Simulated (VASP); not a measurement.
# RbCu (P-6m2) in VASP: further runs, part 2 of 2

VASP 6.6.1. Earlier steps stand in the parts before.

### 4 Single point, PBE

This run uses another cell than the first one, of 44.71 Å³/atom.

Contents of INCAR:

```
SYSTEM = RbCu
PREC = Accurate ; ENCUT = 600
EDIFF = 1E-6 ; ISMEAR = 0
SIGMA = 0.02 ; LREAL = .False.
LASPH = .True. ; NELM = 120
ALGO = Normal ; ISIF = 2
LWAVE = .False. ; LCHARG = .False.
GGA = PE ; NBANDS = 17
GGA_COMPAT = .False.
```

Contents of KPOINTS:

```
Automatic mesh
0
Gamma
  6 6 6
  0 0 0
```

Contents of POSCAR:

```
RbCu
1.0
    4.8401981878      0.0000000000      0.0000000000
   -2.4200990939      4.1917345900      0.0000000000
    0.0000000000      0.0000000000      4.4078031309
Rb Cu
1 1
Direct
    0.3333333333      0.6666666667      0.5000000000
    0.0000000000      0.0000000000      0.0000000000
```

Potentials or basis: VASP PAW PBE potentials, release 64 (Rb_sv, Cu).

On the command line:

```sh
cat potpaw_PBE.64/Rb_sv/POTCAR potpaw_PBE.64/Cu/POTCAR > POTCAR
mpirun -np 1 vasp_std > vasp.out
```

OUTCAR:

```text
SYSTEM = RbCu
   PREC = Accurate
   ENCUT = 600
   EDIFF = 1E-6
   ISMEAR = 0
   LREAL = .False.
   LASPH = .True.
   NELM = 120
   ISIF = 2
   GGA = PE

 ion  position               nearest neighbor table
   1  0.333  0.667  0.500-   2 3.56   2 3.56   2 3.56   2 3.56   2 3.56   2 3.56
   2  0.000  0.000  0.000-   1 3.56   1 3.56   1 3.56   1 3.56   1 3.56   1 3.56

  LATTYP: Found a hexagonal cell.
 ALAT       =     4.8401981878
 C/A-ratio  =     0.9106658364

  Lattice vectors:

 A1 = (   4.8401981878,   0.0000000000,   0.0000000000)
 A2 = (  -2.4200990939,   4.1917345900,   0.0000000000)
 A3 = (   0.0000000000,   0.0000000000,   4.4078031309)

Analysis of symmetry for initial positions (statically):
=====================================================================
 Subroutine PRICEL returns:
 Original cell was already a primitive cell.

 Routine SETGRP: Setting up the symmetry group for a
 hexagonal supercell.

 Subroutine GETGRP returns: Found 12 space group operations
 (whereof 12 operations were pure point group operations)
 out of a pool of 24 trial point group operations.

The static configuration has the point symmetry D_3h.
[... 161 lines left out ...]

 E-fermi :  -0.1822     XC(G=0):  -6.8264

 val. band max:       -0.3765922433   @ k =   0.3333   0.3333   0.5000
 cond. band min:       0.4538278033   @ k =   0.0000   0.0000   0.5000
 fundamental gap:      0.8304200466
 Fermi energy:        -0.1821863799

 k-point     1 :       0.0000    0.0000    0.0000
  band No.  band energies     occupation
      1     -27.3533      2.00000
      2     -11.4231      2.00000
      3     -11.4231      2.00000
      4     -11.3726      2.00000
      5      -2.5604      2.00000
      6      -1.0804      2.00000
[... 457 lines left out ...]
      4     -11.4239      2.00000
      5      -1.0489      2.00000
      6      -1.0253      2.00000
[... 9 lines left out ...]
     16       6.8335      0.00000
     17       8.4507      0.00000

 [... further k-points ...]

------------------------ aborting loop because EDIFF is reached ----------------------------------------

  FORCE on cell =-STRESS in cart. coord.  units (eV):
  Direction    XX          YY          ZZ          XY          YZ          ZX
  --------------------------------------------------------------------------------------
  -------------------------------------------------------------------------------------
  Total        0.0043304      0.0043304      0.0065239      0.0000000      0.0000000      0.0000000
  in kB        0.0775826      0.0775826      0.1168800      0.0000000      0.0000000      0.0000000
  external PRESSURE =       0.0906817 kB  Pullay stress =       0.0000000 kB

 VOLUME and BASIS-vectors are now :
 -----------------------------------------------------------------------------
  energy-cutoff  :      600.00
  volume of cell :       89.43
      direct lattice vectors                 reciprocal lattice vectors
     4.840198188  0.000000000  0.000000000     0.206603110  0.119282361  0.000000000
    -2.420099094  4.191734590  0.000000000     0.000000000  0.238564723  0.000000000
     0.000000000  0.000000000  4.407803131     0.000000000  0.000000000  0.226870387

 POSITION                                       TOTAL-FORCE (eV/Angst)
 -----------------------------------------------------------------------------------
     -0.00000      2.79449      2.20390         0.000000     -0.000000      0.000000
      0.00000      0.00000      0.00000        -0.000000      0.000000      0.000000
 -----------------------------------------------------------------------------------
    total drift:                                0.000000     -0.000000     -0.000000

  FREE ENERGIE OF THE ION-ELECTRON SYSTEM (eV)
  ---------------------------------------------------
  free  energy   TOTEN  =        -3.5766015234 eV

  energy  without entropy=       -3.5766015234  energy(sigma->0) =       -3.57660152
```

stdout:

```text
POSCAR found type information on POSCAR RbCu
 POSCAR found :  2 types and       2 ions
 scaLAPACK will be used
 LDA part: xc-table for (Slater+PW92), standard interpolation
 POSCAR, INCAR and KPOINTS ok, starting setup
 FFT: planning ... GRIDC
 FFT: planning ... GRID_SOFT
 FFT: planning ... GRID
 WAVECAR not read
 entering main loop
```

Run time: 58 s. Hardware: 1 thread of Intel Xeon 8259CL, shared host; peak memory 0.25 GiB.

What came out:

* Free energy: -3.5766 eV
* Pressure: 0.0 GPa
* Band gap on the k mesh: 0.83 eV (least direct gap 1.13 eV)

A k mesh can miss the band edges.

### 5 Relaxation of cell and atoms, PBE

Contents of INCAR:

```
PREC     = Accurate       # precision mode
ENCUT    = 600            # plane-wave cutoff, eV
EDIFF    = 1E-7           # SCF threshold, eV
ISMEAR   = 0              # smearing method
SIGMA    = 0.1            # smearing width, eV
LREAL    = False          # projectors in reciprocal space
LASPH    = True           # aspherical terms in the spheres
NELM     = 120            # most SCF steps
ALGO     = Normal         # electronic algorithm
ISIF     = 3              # what is computed and relaxed
LWAVE    = False          # write WAVECAR
LCHARG   = False          # write CHGCAR
GGA      = PE             # functional
IBRION   = 2              # ionic algorithm
NSW      = 90             # ionic steps
EDIFFG   = -0.04          # ionic threshold
GGA_COMPAT= False        
NELMIN   = 4
```

Contents of KPOINTS:

```
regular mesh
0
Gamma
  6 6 6
```

Contents of POSCAR:

```
RbCu
1.0
    3.7430009600      0.0000000000      0.0000000000
   -1.8715004800      3.2415339200      0.0000000000
    0.0000000000      0.0000000000      3.7058379800
Rb Cu
1 1
Direct
    0.3333333300      0.6666666700      0.5000000000
    0.0000000000      0.0000000000      0.0000000000
```

On the command line:

```sh
cat potpaw_PBE.64/Rb_sv/POTCAR potpaw_PBE.64/Cu/POTCAR > POTCAR
mpirun -np 1 vasp_std > vasp.out
```

It took 4.7 min on 1 thread of Intel Xeon 8259CL, shared host; peak memory 0.19 GiB.

The run converged. Its results:

* Free energy: -3.5523 eV
* Relaxed volume: 43.90 Å³/atom
* Relaxed cell: a = 4.814 Å, b = 4.814 Å, c = 4.376 Å, α = 90.00°, β = 90.00°, γ = 120.00°
* Space group after relaxing (to 0.1 Å): P-6m2 (No. 187)
* Energy gained by relaxing: 699.6 meV/atom
* Ionic steps: 11
* Pressure after relaxing: 0.1 GPa
* Band gap on the k mesh: 0.83 eV (least direct gap 1.12 eV)

Step by step:
```csv
step,energy change (eV),largest force (eV/Å),pressure (GPa),volume (Å³)
1,0.0000,0.0000,18.62,44.96
2,-1.1664,0.0000,3.95,64.16
3,-1.3171,0.0000,1.49,73.60
4,-1.3278,0.0000,-0.63,95.14
5,-1.3567,0.0000,-0.10,85.74
6,-1.3574,0.0000,0.16,83.10
7,-1.3576,0.0000,0.09,84.02
8,-1.3692,0.0000,0.08,84.66
9,-1.3924,0.0000,0.08,86.43
10,-1.3892,0.0000,0.03,89.20
11,-1.3992,0.0000,0.07,87.80
```

Final structure:
```
Rb Cu
1.0
     4.81361    0.00000    0.00000
    -2.40680    4.16871    0.00000
     0.00000    0.00000    4.37561
Rb Cu
1 1
Direct
  0.33333 0.66667 0.50000
  0.00000 0.00000 0.00000
```

Levels at points of the mesh, in eV from the valence-band top:
```csv
k point,band 6,band 7,band 8,band 9,band 10,band 11,band 12,band 13,band 14
"(0.00, 0.00, 0.00)",-0.72,-0.59,-0.59,-0.57,-0.57,4.25,4.25,4.38,6.54
"(0.50, 0.00, 0.00)",-0.70,-0.59,-0.58,-0.53,-0.39,1.17,4.27,4.69,5.04
"(0.00, 0.00, 0.50)",-0.62,-0.62,-0.62,-0.62,-0.30,0.83,5.20,5.20,6.03
"(0.50, 0.00, 0.50)",-0.67,-0.60,-0.54,-0.51,-0.08,2.38,2.62,3.88,4.35
```

Caveat: the volume moved by over 15 % at a fixed basis, so the end points are rough.

### 6 Relaxation of cell and atoms, PBE

This run uses another cell than the first one, of 43.45 Å³/atom.

Contents of INCAR:

```
PREC = Accurate
ENCUT = 600
EDIFF = 1E-7
ISMEAR = 0
SIGMA = 0.02
LREAL = False
LASPH = True
NELM = 120
ALGO = Normal
ISIF = 3
LWAVE = False
LCHARG = False
GGA = PE
IBRION = 2
NSW = 100
EDIFFG = -0.01
GGA_COMPAT = False
NELMIN = 4
```

Contents of KPOINTS:

```
Automatic mesh
0
Gamma
  6 6 6
```

Contents of POSCAR:

```
RbCu
1.0
    4.7394123755      0.0000000000      0.0000000000
   -2.3697061877      4.1044515162      0.0000000000
    0.0000000000      0.0000000000      4.4670292579
Rb Cu
1 1
Direct
    0.3333333333      0.6666666667      0.5000000000
    0.0000000000      0.0000000000      0.0000000000
```

Potentials or basis: VASP PAW PBE potentials, release 64 (Rb_sv, Cu).

On the command line:

```sh
cat potpaw_PBE.64/Rb_sv/POTCAR potpaw_PBE.64/Cu/POTCAR > POTCAR
mpirun -np 1 vasp_std > vasp.out
```

OUTCAR:

```text
PREC = Accurate
   ENCUT = 600
   EDIFF = 1E-7
   ISMEAR = 0
   LREAL = False
   LASPH = True
   NELM = 120
   ISIF = 3
   GGA = PE
   IBRION = 2
   NSW = 100
   EDIFFG = -0.01
   NELMIN = 4

 ion  position               nearest neighbor table
   1  0.333  0.667  0.500-   2 3.53   2 3.53   2 3.53   2 3.53   2 3.53   2 3.53
   2  0.000  0.000  0.000-   1 3.53   1 3.53   1 3.53   1 3.53   1 3.53   1 3.53

  LATTYP: Found a hexagonal cell.
 ALAT       =     4.7394123755
 C/A-ratio  =     0.9425280824

  Lattice vectors:

 A1 = (   4.7394123755,   0.0000000000,   0.0000000000)
 A2 = (  -2.3697061877,   4.1044515162,   0.0000000000)
 A3 = (   0.0000000000,   0.0000000000,   4.4670292579)

Analysis of symmetry for initial positions (statically):
=====================================================================
 Subroutine PRICEL returns:
 Original cell was already a primitive cell.

 Routine SETGRP: Setting up the symmetry group for a
 hexagonal supercell.

 Subroutine GETGRP returns: Found 12 space group operations
 (whereof 12 operations were pure point group operations)
 out of a pool of 24 trial point group operations.

The static configuration has the point symmetry D_3h.

Analysis of symmetry for dynamics (positions and initial velocities):
=====================================================================
 Subroutine PRICEL returns:
[... 343 lines left out ...]
  ext. energy  EPLUGINS =         0.00000000
  ---------------------------------------------------
  free energy    TOTEN  =        -3.57648091 eV

  energy without entropy =       -3.57648091  energy(sigma->0) =       -3.57648091

 E-fermi :  -0.2618     XC(G=0):  -6.8122

 val. band max:       -0.3929239839   @ k =   0.3333   0.3333   0.5000
 cond. band min:       0.4331413374   @ k =   0.0000   0.0000   0.5000
 fundamental gap:      0.8260653213
 Fermi energy:        -0.2618383422

 k-point     1 :       0.0000    0.0000    0.0000
  band No.  band energies     occupation
      1     -27.3733      2.00000
      2     -11.4429      2.00000
      3     -11.4429      2.00000
      4     -11.3939      2.00000
      5      -2.5656      2.00000
      6      -1.0882      2.00000
      7      -0.9575      2.00000
      8      -0.9575      2.00000
      9      -0.9446      2.00000
     10      -0.9446      2.00000
     11       3.8695      0.00000
     12       3.8695      0.00000
     13       3.9613      0.00000
     14       5.3202      0.00000
[... 377 lines left out ...]
      1     -27.3616      2.00000
      2     -11.5702      2.00000
      3     -11.5101      2.00000
      4     -11.4446      2.00000
      5      -1.0570      2.00000
      6      -1.0336      2.00000
      7      -0.9733      2.00000
      8      -0.9283      2.00000
      9      -0.9151      2.00000
     10      -0.5780      2.00000
     11       1.5148      0.00000
     12       2.7503      0.00000
     13       3.7264      0.00000
     14       4.1331      0.00000

 [... further k-points ...]

------------------------ aborting loop because EDIFF is reached ----------------------------------------

  FORCE on cell =-STRESS in cart. coord.  units (eV):
  Direction    XX          YY          ZZ          XY          YZ          ZX
  --------------------------------------------------------------------------------------
  -------------------------------------------------------------------------------------
  Total        0.0146253      0.0146253     -0.0167561      0.0000000      0.0000000      0.0000000
  in kB        0.2608813      0.2608813     -0.2988906      0.0000000      0.0000000      0.0000000
  external PRESSURE =       0.0742907 kB  Pullay stress =       0.0000000 kB
[... 17 lines left out ...]
  FREE ENERGIE OF THE ION-ELECTRON SYSTEM (eV)
  ---------------------------------------------------
  free  energy   TOTEN  =        -3.5764809134 eV

  energy  without entropy=       -3.5764809134  energy(sigma->0) =       -3.57648091

 reached required accuracy - stopping structural energy minimisation
```

OSZICAR:

```text
N       E                     dE             d eps       ncg     rms          rms(c)
DAV:   1     0.143099424962E+03    0.14310E+03   -0.93284E+03   784   0.152E+03
DAV:   2     0.790885851218E+01   -0.13519E+03   -0.12737E+03   942   0.287E+02
DAV:   3    -0.289136314102E+01   -0.10800E+02   -0.10732E+02  1066   0.894E+01
[... 62 lines left out ...]
DAV:   4    -0.357647848797E+01    0.34910E-03   -0.68945E-04  1086   0.429E-01    0.203E-02
DAV:   5    -0.357647977454E+01   -0.12866E-05   -0.57546E-05  1118   0.959E-02    0.116E-02
DAV:   6    -0.357648155653E+01   -0.17820E-05   -0.97269E-06   964   0.429E-02    0.726E-03
DAV:   7    -0.357648100281E+01    0.55372E-06   -0.39728E-06  1084   0.338E-02    0.208E-03
DAV:   8    -0.357648091344E+01    0.89373E-07   -0.64810E-07  1052   0.117E-02
   6 F= -.35764809E+01 E0= -.35764809E+01  d E =-.478593E-03
```

Run time: 3.5 min. Hardware: 1 thread of Intel Xeon 8259CL, shared host; peak memory 0.26 GiB.

What came out:

```yaml
Free_energy: -3.5765 eV
Relaxed_volume: 44.91 Å³/atom
Relaxed_cell: a = 4.839 Å, b = 4.839 Å, c = 4.428 Å, α = 90.00°, β = 90.00°, γ = 120.00°
Space_group_after_relaxing_to_0.1_Å: P-6m2 (No. 187)
Energy_gained_by_relaxing: 1.7 meV/atom
Ionic_steps: 6
Pressure_after_relaxing: 0.0 GPa
Band_gap_on_the_k_mesh: 0.83 eV (least direct gap 1.13 eV)
```

The path:
| step | energy change (eV) | largest force (eV/Å) | pressure (GPa) | volume (Å³) |
| --- | --- | --- | --- | --- |
| 1 | 0.0000 | 0.0000 | 0.19 | 86.90 |
| 2 | -0.0011 | 0.0000 | 0.14 | 87.56 |
| 3 | -0.0029 | 0.0000 | -0.02 | 89.56 |
| 4 | -0.0030 | 0.0000 | -0.05 | 90.15 |
| 5 | -0.0033 | 0.0000 | -0.03 | 89.98 |
| 6 | -0.0035 | 0.0000 | 0.01 | 89.82 |

Final structure:
```yaml
crystal:
  lattice:
    - [4.83943, 0.00000, 0.00000]
    - [-2.41971, 4.19107, 0.00000]
    - [0.00000, 0.00000, 4.42846]
  atoms:
    - { symbol: Rb, position: [0.33333, 0.66667, 0.50000] }
    - { symbol: Cu, position: [0.00000, 0.00000, 0.00000] }
```

Levels at points of the mesh, in eV from the valence-band top:
```csv
k point,band 7,band 8,band 9,band 10,band 11,band 12,band 13,band 14
"(0.00, 0.00, 0.00)",-0.56,-0.56,-0.55,-0.55,4.26,4.26,4.35,5.71
"(0.50, 0.00, 0.00)",-0.57,-0.56,-0.51,-0.37,1.19,4.26,4.66,4.96
"(0.00, 0.00, 0.50)",-0.60,-0.60,-0.60,-0.31,0.83,5.19,5.19,5.99
"(0.50, 0.00, 0.50)",-0.57,-0.51,-0.49,-0.07,2.37,2.59,3.89,4.30
```

A k mesh can miss the band edges.

### 7 Summary

```tsv
task	cell	smearing	gap on the mesh (eV)	pressure (GPa)	relaxed volume (Å³/atom)
single point	a = 3.743, b = 3.743, c = 3.706 Å, angles 90.0, 90.0, 120.0°, 2 atoms	gaussian 0.1 eV	none	18.6	-
single point	a = 4.739, b = 4.739, c = 4.467 Å, angles 90.0, 90.0, 120.0°, 2 atoms	gaussian 0.1 eV	0.77	0.2	-
single point	a = 4.840, b = 4.840, c = 4.408 Å, angles 90.0, 90.0, 120.0°, 2 atoms	gaussian 0.02 eV	0.83	0.0	-
relaxation of cell and atoms	relaxed from a = 3.743, b = 3.743, c = 3.706 Å, angles 90.0, 90.0, 120.0°, 2 atoms	gaussian 0.1 eV	0.83	0.1	43.90
relaxation of cell and atoms	relaxed from a = 4.739, b = 4.739, c = 4.467 Å, angles 90.0, 90.0, 120.0°, 2 atoms	gaussian 0.02 eV	0.83	0.0	44.91
```

Alike in all rows: level PBE; potentials or basis VASP PAW PBE potentials, release 64 (Rb_sv, Cu); no spin polarisation; k mesh 6 × 6 × 6; cutoff (eV) 600.

Caveats: the stress differs along the axes, from 16 to 23 GPa (at least some runs); the volume moved by over 15 % at a fixed basis, so the end points are rough (at least some runs).

Absolute energies hang on the potentials; compare differences alone.

The gap in the log of VASP goes by the Fermi energy; the results here count the filled bands.